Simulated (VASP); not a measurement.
# As (Pm-3m) in VASP: a series of runs

Aim: see how the results for As move with the level of theory and the settings. Levels: PBEsol, PBEsol+D3(BJ), LDA. Tasks: single point, relaxation of cell and atoms.

Everything below comes from runs of VASP 6.6.1. Logs are shortened: lines on timing, memory, paths and dates and some standing lists are left out, and cuts for length are marked.

### Step 1. The cell of the first run

It takes space group Pm-3m (No. 221, cubic). Conventional cell: a = 2.700 Å, b = 2.700 Å, c = 2.700 Å, α = 90.00°, β = 90.00°, γ = 90.00°. As (site symmetry m-3m) has 6 As at 2.70 Å within 3.6 Å.

### Step 2. Single point, PBEsol

File INCAR:

```
ALGO = Normal ; EDIFF = 1E-6
ENCUT = 500 ; GGA = PS
GGA_COMPAT = F ; ISIF = 2
ISMEAR = -1 ; LASPH = T
LCHARG = F ; LREAL = F
LWAVE = F ; NBANDS = 8
NELM = 120 ; PREC = Accurate
SIGMA = 0.2
```

File KPOINTS:

```
Automatic mesh
0
Gamma
  9 9 9
  0.5 0.5 0.5
```

File POSCAR:

```
As
1.0
    2.7001781058      0.0000000000      0.0000000000
    0.0000000000      2.7001781058      0.0000000000
    0.0000000000      0.0000000000      2.7001781058
As
1
Direct
    0.5000000000      0.5000000000      0.5000000000
```

Potentials or basis: VASP PAW PBE potentials, release 64 (As).

Command:

```bash
$ cat potpaw_PBE.64/As/POTCAR > POTCAR
$ mpirun -np 1 vasp_std > vasp.out
```

OUTCAR:

```text
EDIFF = 1E-6
   ENCUT = 500
   GGA = PS
   ISIF = 2
   ISMEAR = -1
   LASPH = T
   LREAL = F
   NELM = 120
   PREC = Accurate

 ion  position               nearest neighbor table
   1  0.500  0.500  0.500-

  LATTYP: Found a simple cubic cell.
 ALAT       =     2.7001781058

  Lattice vectors:

 A1 = (   2.7001781058,   0.0000000000,   0.0000000000)
 A2 = (   0.0000000000,   2.7001781058,   0.0000000000)
 A3 = (   0.0000000000,   0.0000000000,   2.7001781058)

Analysis of symmetry for initial positions (statically):
=====================================================================
 Subroutine PRICEL returns:
 Original cell was already a primitive cell.

 Routine SETGRP: Setting up the symmetry group for a
 simple cubic supercell.

 Subroutine GETGRP returns: Found 48 space group operations
 (whereof 48 operations were pure point group operations)
 out of a pool of 48 trial point group operations.

The static configuration has the point symmetry O_h .

Analysis of symmetry for dynamics (positions and initial velocities):
=====================================================================
 Subroutine PRICEL returns:
 Original cell was already a primitive cell.

 Routine SETGRP: Setting up the symmetry group for a
 simple cubic supercell.

 Subroutine GETGRP returns: Found 48 space group operations
 (whereof 48 operations were pure point group operations)
 out of a pool of 48 trial point group operations.

The dynamic configuration has the point symmetry O_h .

 Subroutine INISYM returns: Found 48 space group operations
 (whereof 48 operations are pure point group operations),
 and found     1 'primitive' translations

----------------------------------------------------------------------------------------

                                     Primitive cell

  volume of cell :      19.6869

  direct lattice vectors                    reciprocal lattice vectors
     2.700178106  0.000000000  0.000000000     0.370345940  0.000000000  0.000000000
     0.000000000  2.700178106  0.000000000     0.000000000  0.370345940  0.000000000
     0.000000000  0.000000000  2.700178106     0.000000000  0.000000000  0.370345940

  length of vectors
     2.700178106  2.700178106  2.700178106     0.370345940  0.370345940  0.370345940

  position of ions in fractional coordinates (direct lattice)
     0.500000000  0.500000000  0.500000000

  ion indices of the primitive-cell ions
   primitive index   ion index
                 1           1

----------------------------------------------------------------------------------------

 KPOINTS: Automatic mesh

Automatic generation of k-mesh.
 Grid dimensions read from file:
 generate k-points for:    9    9    9

 Generating k-lattice:

  Cartesian coordinates                     Fractional coordinates (reciprocal lattice)
     0.041149549  0.000000000  0.000000000     0.111111111  0.000000000  0.000000000
     0.000000000  0.041149549  0.000000000     0.000000000  0.111111111  0.000000000
     0.000000000  0.000000000  0.041149549     0.000000000  0.000000000  0.111111111

  Length of vectors
     0.041149549  0.041149549  0.041149549

  Shift w.r.t. Gamma in fractional coordinates (k-lattice)
     0.500000000  0.500000000  0.500000000

 Subroutine IBZKPT returns following result:
 ===========================================

 Found     35 irreducible k-points:

 Following reciprocal coordinates:
            Coordinates               Weight
  0.055556  0.055556  0.055556      8.000000
  0.166667  0.055556  0.055556     24.000000
  0.277778  0.055556  0.055556     24.000000
  0.388889  0.055556  0.055556     24.000000
  0.500000  0.055556  0.055556     12.000000
  0.166667  0.166667  0.055556     24.000000
[... 16 lines left out ...]
  0.388889  0.388889  0.166667     24.000000
  0.500000  0.388889  0.166667     24.000000
 [... further k-points ...]
   k-points           NKPTS =     35   k-points in BZ     NKDIM =     35   number of bands    NBANDS=      8
   number of dos      NEDOS =    301   number of ions     NIONS =      1
   total plane-waves  NPLWV =   8000
   dimension x,y,z NGX =    20 NGY =   20 NGZ =   20
   dimension x,y,z NGXF=    40 NGYF=   40 NGZF=   40
   ions per type =               1
   NGX,Y,Z   is equivalent  to a cutoff of  12.31, 12.31, 12.31 a.u.
   NGXF,Y,Z  is equivalent  to a cutoff of  24.63, 24.63, 24.63 a.u.
 SYSTEM =  unknown system
   PREC   = accura    normal or accurate (medium, high low for compatibility)
   ISTART =      0    job   : 0-new  1-cont  2-samecut
   ICHARG =      2    charge: 1-file 2-atom 10-const
   ISPIN  =      1    spin polarized calculation?
   LNONCOLLINEAR =      F non collinear calculations
   LSORBIT =      F    spin-orbit coupling
   LASPH  =      T    aspherical Exc in radial PAW
   ENCUT  =  500.0 eV  36.75 Ry    6.06 a.u.   4.92  4.92  4.92*2*pi/ulx,y,z
   NELM   =    120;   NELMIN=  2; NELMDL= -5     # of ELM steps
   EDIFF  = 0.1E-05   stopping-criterion for ELM
   LREAL  =      F    real-space projection
   EDIFFG = 0.1E-04   stopping-criterion for IOM
   NSW    =      0    number of steps for IOM
   IBRION =     -1    ionic relax: 0-MD 1-quasi-New 2-CG
   NFREE  =      0    steps in history (QN), initial steepest desc. (CG)
   ISIF   =      2    stress and relaxation
   ISYM   =      2    0-nonsym 1-usesym 2-fastsym
   POTIM  = 0.5000    time-step for ionic-motion
   TEBEG  =    0.0;   TEEND  =   0.0 temperature during run
   PSTRESS=    0.0 pullay stress
   NELECT =       5.0000    total number of electrons
   NUPDOWN=      -1.0000    fix difference up-down
   EMIN   =  10.00;   EMAX   =-10.00  energy-range for DOS
   EFERMI =   0.00;   METHOD = LEGACY
   ISMEAR =    -1;   SIGMA  =   0.20  broadening in eV -4-tet -1-fermi 0-gaus
   EFERMI_NEDOS =   21; number of points for ismear=-14 and -15
   IALGO  =     38    algorithm
   IMIX   =      4    mixing-type and parameters
     AMIX     =   0.40;   BMIX     =  1.00
     AMIX_MAG =   1.60;   BMIX_MAG =  1.00
  volume/ion in A,a.u.               =      19.69       132.85
  Fermi-wavevector in a.u.,A,eV,Ry     =   1.036746  1.959166 14.624120  1.074843
  Thomas-Fermi vector in A             =   2.171151
   LORBIT       =      0    0 simple, 1 ext, 2 COOP (PROOUT), +10 PAW based schemes
   GGA     = PS    functional components
   LHFCALC =     F    Hartree Fock is set to
   AEXX    =    0.0000 exact exchange contribution
   IVDW    =     0    specifies the selected vdW correction
   LEPSILON=     F    determine dielectric tensor
   LRPA    =     F    only Hartree local field effects (RPA)
 non-spin polarized calculation
  energy-cutoff  :      500.00
  volume of cell :       19.69
 maximum number of plane-waves:       514
 NGX is ok and might be reduce to    20
   NGX =  9   NGY =  9   NGZ =  9

 number of electron       5.0000001 magnetization

 Free energy of the ion-electron system (eV)
  ---------------------------------------------------
  ext. energy  EPLUGINS =         0.00000000
  ---------------------------------------------------
  free energy    TOTEN  =        -5.05580508 eV

  energy without entropy =       -4.99618076  energy(sigma->0) =       -5.02599292

 E-fermi :   5.8469     XC(G=0): -10.5715

 val. band max:        5.6882811823   @ k =   0.3889   0.2778   0.2778
 cond. band min:       5.8527724273   @ k =   0.5000   0.2778   0.1667
 fundamental gap:      0.1644912450
 Fermi energy:         5.8469393638

 k-point     1 :       0.0556    0.0556    0.0556
  band No.  band energies     occupation
      1      -8.9968      2.00000
      2       9.2320      0.00000
      3       9.2320      0.00000
      4       9.5000      0.00000
      5      15.4679      0.00000
      6      15.4679      0.00000
      7      17.0841      0.00000
      8      28.8273      0.00000

 k-point     2 :       0.1667    0.0556    0.0556
  band No.  band energies     occupation
      1      -8.5439      2.00000
      2       5.9925      0.65129
      3       9.6293      0.00000
      4       9.8383      0.00000
      5      15.8664      0.00000
      6      16.8722      0.00000
      7      20.0430      0.00000
      8      25.3930      0.00000

 k-point     3 :       0.2778    0.0556    0.0556
  band No.  band energies     occupation
      1      -7.6766      2.00000
      2       2.7449      2.00000
      3      10.3477      0.00000
      4      10.5827      0.00000
      5      16.6126      0.00000
      6      17.6861      0.00000
      7      22.0851      0.00000
      8      22.3923      0.00000

 k-point     4 :       0.3889    0.0556    0.0556
  band No.  band energies     occupation
      1      -6.5578      2.00000
      2       0.1441      2.00000
      3      11.1608      0.00000
      4      11.4467      0.00000
      5      17.5289      0.00000
      6      18.2863      0.00000
      7      20.1797      0.00000
      8      20.8797      0.00000

 k-point     5 :       0.5000    0.0556    0.0556
  band No.  band energies     occupation
      1      -5.8793      2.00000
      2      -1.0347      2.00000
      3      11.5646      0.00000
      4      11.8895      0.00000
      5      18.0611      0.00000
      6      18.1350      0.00000
      7      19.2677      0.00000
      8      21.2739      0.00000

 k-point     6 :       0.1667    0.1667    0.0556
  band No.  band energies     occupation
      1      -8.0909      2.00000
      2       6.1832      0.31390
      3       6.6659      0.03277
      4      10.1498      0.00000
      5      16.7380      0.00000
      6      19.8348      0.00000
      7      20.2030      0.00000
      8      22.9041      0.00000

 k-point     7 :       0.2778    0.1667    0.0556
  band No.  band energies     occupation
      1      -7.2234      2.00000
      2       3.1640      2.00000
      3       7.2249      0.00203
      4      10.8802      0.00000
      5      17.2387      0.00000
      6      18.3998      0.00000
      7      21.6197      0.00000
      8      22.7713      0.00000

 k-point     8 :       0.3889    0.1667    0.0556
  band No.  band energies     occupation
      1      -6.1033      2.00000
      2       0.5715      2.00000
      3       8.1476      0.00002
      4      11.7220      0.00000
      5      15.7482      0.00000
      6      18.7609      0.00000
      7      20.3644      0.00000
      8      22.9514      0.00000

 k-point     9 :       0.5000    0.1667    0.0556
  band No.  band energies     occupation
      1      -5.4227      2.00000
      2      -0.6074      2.00000
      3       8.6411      0.00000
      4      12.1544      0.00000
      5      14.8400      0.00000
      6      19.2659      0.00000
      7      19.6075      0.00000
      8      23.5431      0.00000

 k-point    10 :       0.2778    0.2778    0.0556
  band No.  band energies     occupation
      1      -6.3543      2.00000
      2       3.6915      1.99996
      3       4.2725      1.99924
      4      11.5958      0.00000
      5      14.9694      0.00000
      6      18.6526      0.00000
      7      23.0849      0.00000
      8      23.5714      0.00000
[... 78 lines left out ...]
 k-point    18 :       0.3889    0.1667    0.1667
  band No.  band energies     occupation
      1      -5.6488      2.00000
      2       0.9968      2.00000
      3       8.1699      0.00002
      4       9.0245      0.00000
      5      15.7476      0.00000
      6      16.9161      0.00000
      7      22.2002      0.00000
      8      22.8353      0.00000

 k-point    19 :       0.5000    0.1667    0.1667
  band No.  band energies     occupation
      1      -4.9659      2.00000
      2      -0.1819      2.00000
      3       8.5981      0.00000
      4       9.6111      0.00000
      5      14.7518      0.00000
      6      16.0222      0.00000
      7      22.6380      0.00000
      8      23.3856      0.00000

 k-point    20 :       0.2778    0.2778    0.1667
  band No.  band energies     occupation
      1      -5.9009      2.00000
      2       4.0980      1.99968
      3       4.6809      1.99414
      4       8.4896      0.00000
      5      15.4355      0.00000
      6      19.0542      0.00000
      7      19.9232      0.00000
      8      23.0391      0.00000

 k-point    21 :       0.3889    0.2778    0.1667
  band No.  band energies     occupation
      1      -4.7737      2.00000
      2       1.7819      2.00000
      3       5.3569      1.84113
      4       9.4192      0.00000
      5      13.1025      0.00000
      6      17.2440      0.00000
      7      20.4910      0.00000
      8      24.0479      0.00000

 k-point    22 :       0.5000    0.2778    0.1667
  band No.  band energies     occupation
      1      -4.0827      2.00000
      2       0.6039      2.00000
      3       5.8528      0.98542
      4       9.9496      0.00000
      5      12.0793      0.00000
      6      16.3381      0.00000
      7      21.0352      0.00000
      8      24.6095      0.00000

 k-point    23 :       0.3889    0.3889    0.1667
  band No.  band energies     occupation
      1      -3.6282      2.00000
      2       2.5490      2.00000
      3       2.9526      2.00000
      4      10.2351      0.00000
      5      10.8136      0.00000
      6      18.0851      0.00000
      7      18.5130      0.00000
      8      24.8142      0.00000

 k-point    24 :       0.5000    0.3889    0.1667
  band No.  band energies     occupation
      1      -2.9119      2.00000
      2       1.5346      2.00000
      3       3.2636      2.00000
      4       9.7339      0.00000
      5      10.7997      0.00000
      6      17.3859      0.00000
      7      18.9228      0.00000
      8      23.7758      0.00000

 [... further k-points ...]

------------------------ aborting loop because EDIFF is reached ----------------------------------------

  FORCE on cell =-STRESS in cart. coord.  units (eV):
  Direction    XX          YY          ZZ          XY          YZ          ZX
  --------------------------------------------------------------------------------------
  -------------------------------------------------------------------------------------
  Total        0.0392966      0.0392966      0.0392966      0.0000000      0.0000000     -0.0000000
  in kB        3.1980754      3.1980754      3.1980754      0.0000000      0.0000000     -0.0000000
  external PRESSURE =       3.1980754 kB  Pullay stress =       0.0000000 kB

 VOLUME and BASIS-vectors are now :
 -----------------------------------------------------------------------------
  energy-cutoff  :      500.00
  volume of cell :       19.69
      direct lattice vectors                 reciprocal lattice vectors
     2.700178106  0.000000000  0.000000000     0.370345940  0.000000000  0.000000000
     0.000000000  2.700178106  0.000000000     0.000000000  0.370345940  0.000000000
     0.000000000  0.000000000  2.700178106     0.000000000  0.000000000  0.370345940

 POSITION                                       TOTAL-FORCE (eV/Angst)
 -----------------------------------------------------------------------------------
      1.35009      1.35009      1.35009         0.000000      0.000000      0.000000
 -----------------------------------------------------------------------------------
    total drift:                                0.000000      0.000000      0.000000

  FREE ENERGIE OF THE ION-ELECTRON SYSTEM (eV)
  ---------------------------------------------------
  free  energy   TOTEN  =        -5.0558050797 eV

  energy  without entropy=       -4.9961807644  energy(sigma->0) =       -5.02599292
```

Wall time 3.1 s (1 thread of Intel Xeon Platinum 8488C (Sapphire Rapids), shared host); peak memory 0.12 GiB.

What came out:

```yaml
Free_energy: -5.0558 eV
Pressure: 0.3 GPa
```

Levels at points of the mesh, in eV from the Fermi level:
```csv
k point,band 1,band 2,band 3,band 4,band 5,band 6
"(0.50, 0.50, 0.50)",-4.88,-1.81,-1.81,-1.81,5.89,5.89
```

Caveat: the PAW data sets were made with another functional, which shifts forces and pressure a little.

(Continued in part 2 of 2.)
